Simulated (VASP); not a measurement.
# TiSi2 (Cmcm) in VASP: a series of runs

The runs below take TiSi2 through single point, with PBE.

All numbers are computed with VASP 6.6.1; they aren't measurements. Logs are shortened: lines on timing, memory, paths and dates and some standing lists are left out, and cuts for length are marked.

### 1 The cell of the first run

The structure is orthorhombic, space group Cmcm (No. 63). The conventional cell has a = 3.591 Å, b = 14.291 Å, c = 3.623 Å, α = 90.00°, β = 90.00°, γ = 90.00°. Ti (site symmetry m2m) has 10 Si at 2.63 to 2.93 Å and 6 Ti at 3.46 to 3.62 Å within 3.7 Å. Within 3.3 Å of Si (site symmetry m2m) lie 6 Si at 2.48 to 3.28 Å and 6 Ti at 2.63 to 2.93 Å. Si (site symmetry m2m) has 8 Si at 2.55 to 3.28 Å and 4 Ti at 2.76 to 2.77 Å within 3.4 Å.

### 2 Single point, PBE (15.50 Å³/atom)

The input, INCAR:

```
ALGO = Normal
EDIFF = 1E-7
ENCUT = 520
GGA = PE
ISIF = 2
ISMEAR = 0
LASPH = True
LCHARG = True
LELF = True
LREAL = False
LVHAR = True
LWAVE = False
NBANDS = 29
NELM = 60
PREC = Accurate
SIGMA = 0.15
```

The input, KPOINTS:

```
k-points
0
Gamma
  12 12 12
```

The input, POSCAR:

```
TiSi2
1.0
    1.7955992114     -7.1454146829      0.0000000000
    1.7955992114      7.1454146829      0.0000000000
    0.0000000000      0.0000000000      3.6232977004
Ti Si
2 4
Direct
    0.8968075259      0.1031924741      0.7500000000
    0.1031924741      0.8968075259      0.2500000000
    0.5591373592      0.4408626408      0.7500000000
    0.4408626408      0.5591373592      0.2500000000
    0.2498287182      0.7501712818      0.7500000000
    0.7501712818      0.2498287182      0.2500000000
```

Potentials or basis: VASP PAW PBE potentials, release 64 (Ti_sv, Si).

Run with:

```bash
> cat potpaw_PBE.64/Ti_sv/POTCAR potpaw_PBE.64/Si/POTCAR > POTCAR
> mpirun -np 1 vasp_std > vasp.out
```

OUTCAR:

```text
EDIFF = 1E-7
   ENCUT = 520
   GGA = PE
   ISIF = 2
   ISMEAR = 0
   LASPH = True
   LREAL = False
   NELM = 60
   PREC = Accurate

 ion  position               nearest neighbor table
   1  0.897  0.103  0.750-   4 2.63   4 2.63   4 2.63   4 2.63   5 2.76   5 2.76   6 2.77   6 2.77
                             3 2.93   3 2.93
   2  0.103  0.897  0.250-   3 2.63   3 2.63   3 2.63   3 2.63   6 2.76   6 2.76   5 2.77   5 2.77
                             4 2.93   4 2.93
   3  0.559  0.441  0.750-   4 2.48   4 2.48   2 2.63   2 2.63   2 2.63   2 2.63   1 2.93   1 2.93

   4  0.441  0.559  0.250-   3 2.48   3 2.48   1 2.63   1 2.63   1 2.63   1 2.63   2 2.93   2 2.93

   5  0.250  0.750  0.750-   6 2.55   6 2.55   6 2.55   6 2.55   1 2.76   1 2.76   2 2.77   2 2.77

   6  0.750  0.250  0.250-   5 2.55   5 2.55   5 2.55   5 2.55   2 2.76   2 2.76   1 2.77   1 2.77

  LATTYP: Found a base centered orthorhombic cell.
 ALAT       =     3.5911984228
 B/A-ratio  =     3.9794039993
 C/A-ratio  =     1.0089383191

  Lattice vectors:

 A1 = (   1.7955992114,  -7.1454146829,   0.0000000000)
 A2 = (   1.7955992114,   7.1454146829,   0.0000000000)
 A3 = (   0.0000000000,   0.0000000000,   3.6232977004)

Analysis of symmetry for initial positions (statically):
=====================================================================
 Subroutine PRICEL returns:
 Original cell was already a primitive cell.

 Routine SETGRP: Setting up the symmetry group for a
 base centered orthorhombic supercell.

 Subroutine GETGRP returns: Found  8 space group operations
 (whereof  4 operations were pure point group operations)
 out of a pool of  8 trial point group operations.

The static configuration has the point symmetry C_2h.
 The point group associated with its full space group is D_2h.

Analysis of symmetry for dynamics (positions and initial velocities):
=====================================================================
 Subroutine PRICEL returns:
 Original cell was already a primitive cell.

 Routine SETGRP: Setting up the symmetry group for a
 base centered orthorhombic supercell.

 Subroutine GETGRP returns: Found  8 space group operations
 (whereof  4 operations were pure point group operations)
 out of a pool of  8 trial point group operations.

The dynamic configuration has the point symmetry C_2h.
 The point group associated with its full space group is D_2h.

 Subroutine INISYM returns: Found  8 space group operations
[... 105 lines left out ...]
   EDIFF  = 0.1E-06   stopping-criterion for ELM
   LREAL  =      F    real-space projection
   EDIFFG = 0.1E-05   stopping-criterion for IOM
   NSW    =      0    number of steps for IOM
   IBRION =     -1    ionic relax: 0-MD 1-quasi-New 2-CG
   NFREE  =      0    steps in history (QN), initial steepest desc. (CG)
   ISIF   =      2    stress and relaxation
   ISYM   =      2    0-nonsym 1-usesym 2-fastsym
   POTIM  = 0.5000    time-step for ionic-motion
   TEBEG  =    0.0;   TEEND  =   0.0 temperature during run
   PSTRESS=    0.0 pullay stress
   NELECT =      40.0000    total number of electrons
   NUPDOWN=      -1.0000    fix difference up-down
   EMIN   =  10.00;   EMAX   =-10.00  energy-range for DOS
   EFERMI =   0.00;   METHOD = LEGACY
   ISMEAR =     0;   SIGMA  =   0.15  broadening in eV -4-tet -1-fermi 0-gaus
   EFERMI_NEDOS =   21; number of points for ismear=-14 and -15
   IALGO  =     38    algorithm
   IMIX   =      4    mixing-type and parameters
     AMIX     =   0.40;   BMIX     =  1.00
     AMIX_MAG =   1.60;   BMIX_MAG =  1.00
  volume/ion in A,a.u.               =      15.50       104.57
  Fermi-wavevector in a.u.,A,eV,Ry     =   1.235865  2.335447 20.781042  1.527364
  Thomas-Fermi vector in A             =   2.370497
   LORBIT       =      0    0 simple, 1 ext, 2 COOP (PROOUT), +10 PAW based schemes
   GGA     = PE    functional components
   LHFCALC =     F    Hartree Fock is set to
   AEXX    =    0.0000 exact exchange contribution
   IVDW    =     0    specifies the selected vdW correction
   LEPSILON=     F    determine dielectric tensor
   LRPA    =     F    only Hartree local field effects (RPA)
 non-spin polarized calculation
 Gauss-broadening in eV      SIGMA  =   0.15
  energy-cutoff  :      520.00
  volume of cell :       92.98
 maximum number of plane-waves:      2528
   NGX = 27   NGY = 27   NGZ = 13

 number of electron      40.0000005 magnetization

 Free energy of the ion-electron system (eV)
  ---------------------------------------------------
  ext. energy  EPLUGINS =         0.00000000
  ---------------------------------------------------
  free energy    TOTEN  =       -40.52993270 eV

  energy without entropy =      -40.51101459  energy(sigma->0) =      -40.52047365

 E-fermi :   9.4505     XC(G=0): -11.2467

 val. band max:        9.4472081926   @ k =  -0.2500   0.0833   0.0000
 cond. band min:       9.4553476415   @ k =   0.5000   0.1667   0.0833
 fundamental gap:      0.0081394489
 Fermi energy:         9.4505093947

 k-point     1 :       0.0000    0.0000    0.0000
  band No.  band energies     occupation
      1     -47.6140      2.00000
      2     -47.6091      2.00000
      3     -23.9404      2.00000
      4     -23.8933      2.00000
      5     -23.8873      2.00000
      6     -23.8859      2.00000
[... 757 lines left out ...]
     28      12.0144      0.00000
     29      12.7513      0.00000

 [... further k-points ...]

------------------------ aborting loop because EDIFF is reached ----------------------------------------

  FORCE on cell =-STRESS in cart. coord.  units (eV):
  Direction    XX          YY          ZZ          XY          YZ          ZX
  --------------------------------------------------------------------------------------
  -------------------------------------------------------------------------------------
  Total       -3.5466211     -6.5548639     -4.1915513      0.0000000     -0.0000000      0.0000000
  in kB      -61.1159437   -112.9544659    -72.2294841      0.0000000     -0.0000000      0.0000000
  external PRESSURE =     -82.0999646 kB  Pullay stress =       0.0000000 kB

 VOLUME and BASIS-vectors are now :
 -----------------------------------------------------------------------------
  energy-cutoff  :      520.00
  volume of cell :       92.98
      direct lattice vectors                 reciprocal lattice vectors
     1.795599211 -7.145414683  0.000000000     0.278458576 -0.069974945  0.000000000
     1.795599211  7.145414683  0.000000000     0.278458576  0.069974945  0.000000000
     0.000000000  0.000000000  3.623297700     0.000000000  0.000000000  0.275991675

 POSITION                                       TOTAL-FORCE (eV/Angst)
 -----------------------------------------------------------------------------------
      1.79560     -5.67071      2.71747         0.000000      0.412849      0.000000
      1.79560      5.67071      0.90582         0.000000     -0.412849     -0.000000
      1.79560     -0.84512      2.71747         0.000000      0.348800      0.000000
      1.79560      0.84512      0.90582         0.000000     -0.348800      0.000000
      1.79560      3.57516      2.71747         0.000000     -0.017414     -0.000000
      1.79560     -3.57516      0.90582         0.000000      0.017414     -0.000000
 -----------------------------------------------------------------------------------
    total drift:                                0.000000      0.000000     -0.000000

  FREE ENERGIE OF THE ION-ELECTRON SYSTEM (eV)
  ---------------------------------------------------
  free  energy   TOTEN  =       -40.5299326994 eV

  energy  without entropy=      -40.5110145933  energy(sigma->0) =      -40.52047365
```

stdout:

```text
POSCAR found type information on POSCAR TiSi
 POSCAR found :  2 types and       6 ions
 scaLAPACK will be used
 LDA part: xc-table for (Slater+PW92), standard interpolation
 POSCAR, INCAR and KPOINTS ok, starting setup
 FFT: planning ... GRIDC
 FFT: planning ... GRID_SOFT
 FFT: planning ... GRID
 WAVECAR not read
 entering main loop
```

Run time: 23 min. Hardware: 1 thread of Intel Xeon Platinum 8259CL at 2.50GHz (Skylake/Cascade Lake), shared host; peak memory 0.76 GiB.

Results:

* Free energy: -40.5299 eV
* Pressure: -8.2 GPa
* Largest force: 0.413 eV/Å
* Band gap on the k mesh: zero (bands 20 and 21 overlap by 0.87 eV)

Forces on the atoms (eV/Å):
```
Ti   0.000  0.413  0.000
Ti   0.000 -0.413  0.000
Si   0.000  0.349  0.000
Si   0.000 -0.349  0.000
Si   0.000 -0.017  0.000
Si   0.000  0.017  0.000
```

Levels at points of the mesh, in eV from the Fermi level:
```tsv
k point	band 17	band 18	band 19	band 20	band 21	band 22	band 23	band 24
(0.00, 0.00, 0.00)	-2.21	-1.89	-1.78	0.43	0.49	0.75	0.83	1.34
(0.50, 0.00, 0.00)	-1.57	-1.43	-0.61	-0.43	-0.40	1.17	1.25	1.56
(0.50, 0.50, 0.00)	-2.13	-1.67	-1.24	0.44	0.66	0.72	0.81	0.84
(0.00, 0.00, 0.50)	-1.58	-1.58	-0.03	-0.03	0.53	0.53	1.45	1.45
(0.50, 0.00, 0.50)	-3.19	-3.19	-2.25	-2.25	1.50	1.50	1.75	1.75
(0.50, 0.50, 0.50)	-1.79	-1.79	-0.65	-0.65	0.33	0.33	1.54	1.54
```

Caveat: the stress differs along the axes, from -11 to -6 GPa.

### 3 Single point, PBE (15.50 Å³/atom)

The input, INCAR:

```
SYSTEM = TiSi2
  PREC = Accurate
  ENCUT = 520
  EDIFF = 1E-6
  ISMEAR = 0
  SIGMA = 0.15
  LREAL = .FALSE.
  LASPH = .TRUE.
  NELM = 60
  ALGO = Normal
  ISIF = 2
  LWAVE = .FALSE.
  LCHARG = .FALSE.
  GGA = PE
  NBANDS = 29
```

The input, KPOINTS:

```
regular mesh
0
G
  12 12 12
  0 0 0
```

POSCAR, as its differences from that of step 2:

```diff
@@ -2,5 +2,5 @@
 1.0
-    1.7955992114     -7.1454146829      0.0000000000
-    1.7955992114      7.1454146829      0.0000000000
-    0.0000000000      0.0000000000      3.6232977004
+    1.8442359291     -6.7735024595      0.0000000000
+    1.8442359291      6.7735024595      0.0000000000
+    0.0000000000      0.0000000000      3.7214405967
 Ti Si
```

Potentials or basis: VASP PAW PBE potentials, release 64 (Ti_sv, Si).

Run with:

```bash
> cat potpaw_PBE.64/Ti_sv/POTCAR potpaw_PBE.64/Si/POTCAR > POTCAR
> mpirun -np 1 vasp_std > vasp.out
```

Run time: 18 min. Hardware: 1 thread of Intel Xeon Platinum 8259CL at 2.50GHz (Skylake/Cascade Lake), shared host; peak memory 0.76 GiB.

Results (log left out):

* Free energy: -40.4702 eV
* Pressure: -9.4 GPa
* Largest force: 0.067 eV/Å
* Band gap on the k mesh: zero (bands 20 and 21 overlap by 0.90 eV)

Forces on the atoms (eV/Å):
```
Ti   0.000 -0.067  0.000
Ti   0.000  0.067  0.000
Si   0.000  0.040  0.000
Si   0.000 -0.040  0.000
Si   0.000  0.009  0.000
Si   0.000 -0.009  0.000
```

Stress tensor (GPa, compression positive):
```
-11.68   0.00   0.00
  0.00  -3.77   0.00
  0.00   0.00 -12.87
```

Levels at points of the mesh, in eV from the Fermi level:
| k point | band 16 | band 17 | band 18 | band 19 | band 20 | band 21 | band 22 | band 23 | band 24 | band 25 |
| --- | --- | --- | --- | --- | --- | --- | --- | --- | --- | --- |
| (0.00, 0.00, 0.00) | -2.18 | -2.08 | -1.78 | -1.76 | 0.37 | 0.37 | 0.71 | 0.82 | 1.12 | 1.69 |
| (0.50, 0.00, 0.00) | -2.09 | -1.61 | -1.15 | -0.61 | -0.50 | -0.49 | 0.68 | 1.10 | 1.34 | 1.55 |
| (0.50, 0.50, 0.00) | -2.60 | -2.33 | -2.02 | -0.91 | 0.29 | 0.53 | 0.56 | 0.81 | 0.81 | 1.95 |
| (0.00, 0.00, 0.50) | -2.24 | -1.28 | -1.28 | -0.06 | -0.06 | 0.96 | 0.96 | 1.35 | 1.35 | 1.37 |
| (0.50, 0.00, 0.50) | -3.87 | -2.87 | -2.87 | -2.19 | -2.19 | 1.54 | 1.54 | 1.56 | 1.56 | 2.45 |
| (0.50, 0.50, 0.50) | -2.97 | -1.98 | -1.98 | -0.90 | -0.90 | 0.33 | 0.33 | 1.39 | 1.39 | 2.17 |

Caveat: the stress differs along the axes, from -13 to -4 GPa.

### 4 Single point, PBE (13.77 Å³/atom)

This run uses another cell than the first one, of 13.77 Å³/atom.

The input, INCAR:

```
PREC = Accurate
ENCUT = 520
EDIFF = 1E-7
ISMEAR = 0
SIGMA = 0.15
LREAL = F
LASPH = T
NELM = 80
ALGO = Normal
ISIF = 2
LWAVE = F
LCHARG = F
GGA = PE
NBANDS = 29
```

The input, KPOINTS:

```
Automatic mesh
0
Gamma
  12 12 12
```

POSCAR, as its differences from that of step 3:

```diff
@@ -2,5 +2,5 @@
 1.0
-    1.8442359291     -6.7735024595      0.0000000000
-    1.8442359291      6.7735024595      0.0000000000
-    0.0000000000      0.0000000000      3.7214405967
+    1.7496824371     -6.6891087399      0.0000000000
+    1.7496824371      6.6891087399      0.0000000000
+    0.0000000000      0.0000000000      3.5306433142
 Ti Si
```

Potentials or basis: VASP PAW PBE potentials, release 64 (Ti_sv, Si).

Run with:

```bash
> cat potpaw_PBE.64/Ti_sv/POTCAR potpaw_PBE.64/Si/POTCAR > POTCAR
> mpirun -np 1 vasp_std > vasp.out
```

OUTCAR:

```text
PREC = Accurate
   ENCUT = 520
   EDIFF = 1E-7
   ISMEAR = 0
   LREAL = F
   LASPH = T
   NELM = 80
   ISIF = 2
   GGA = PE

 ion  position               nearest neighbor table
   1  0.897  0.103  0.750-   4 2.55   4 2.55   4 2.55   4 2.55   5 2.63   5 2.63   6 2.64   6 2.64
                             3 2.79   3 2.79
   2  0.103  0.897  0.250-   3 2.55   3 2.55   3 2.55   3 2.55   6 2.63   6 2.63   5 2.64   5 2.64
                             4 2.79   4 2.79
   3  0.559  0.441  0.750-   4 2.37   4 2.37   2 2.55   2 2.55   2 2.55   2 2.55   1 2.79   1 2.79
                             5 3.09   5 3.09   6 3.11   6 3.11
[... 986 lines left out ...]
  Total        3.1544897      2.7063145      3.6052764      0.0000000      0.0000000      0.0000000
  in kB       61.1544933     52.4659474     69.8936651      0.0000000      0.0000000      0.0000000
  external PRESSURE =      61.1713686 kB  Pullay stress =       0.0000000 kB

 VOLUME and BASIS-vectors are now :
 -----------------------------------------------------------------------------
  energy-cutoff  :      520.00
  volume of cell :       82.64
      direct lattice vectors                 reciprocal lattice vectors
     1.749682437 -6.689108740  0.000000000     0.285766142 -0.074748374  0.000000000
     1.749682437  6.689108740  0.000000000     0.285766142  0.074748374  0.000000000
     0.000000000  0.000000000  3.530643314     0.000000000  0.000000000  0.283234502

 POSITION                                       TOTAL-FORCE (eV/Angst)
 -----------------------------------------------------------------------------------
      1.74968     -5.30858      2.64798         0.000000     -0.122762     -0.000000
      1.74968      5.30858      0.88266         0.000000      0.122762     -0.000000
      1.74968     -0.79115      2.64798         0.000000     -0.128445      0.000000
      1.74968      0.79115      0.88266         0.000000      0.128445     -0.000000
      1.74968      3.34685      2.64798         0.000000      0.017340     -0.000000
      1.74968     -3.34685      0.88266         0.000000     -0.017340      0.000000
 -----------------------------------------------------------------------------------
    total drift:                                0.000000      0.000000      0.000000

  FREE ENERGIE OF THE ION-ELECTRON SYSTEM (eV)
  ---------------------------------------------------
  free  energy   TOTEN  =       -40.6924144696 eV

  energy  without entropy=      -40.6744401186  energy(sigma->0) =      -40.68342729
```

stdout:

```text
POSCAR found type information on POSCAR TiSi
 POSCAR found :  2 types and       6 ions
 scaLAPACK will be used
 LDA part: xc-table for (Slater+PW92), standard interpolation
 POSCAR, INCAR and KPOINTS ok, starting setup
 FFT: planning ... GRIDC
 FFT: planning ... GRID_SOFT
 FFT: planning ... GRID
 WAVECAR not read
 entering main loop
```

Run time: 35 min. Hardware: 1 thread of Intel Xeon Platinum 8259CL at 2.50GHz (Skylake/Cascade Lake), shared host; peak memory 0.7 GiB.

Results:

| Property | Result |
| --- | --- |
| Free energy | -40.6924 eV |
| Pressure | 6.1 GPa |
| Largest force | 0.128 eV/Å |
| Band gap on the k mesh | zero (bands 20 and 21 overlap by 1.04 eV) |

Forces on the atoms (eV/Å):
```
Ti   0.000 -0.123  0.000
Ti   0.000  0.123  0.000
Si   0.000 -0.128  0.000
Si   0.000  0.128  0.000
Si   0.000  0.017  0.000
Si   0.000 -0.017  0.000
```

Caveat: the cell stands under pressure.

(Part 1 of 2 ends here.)
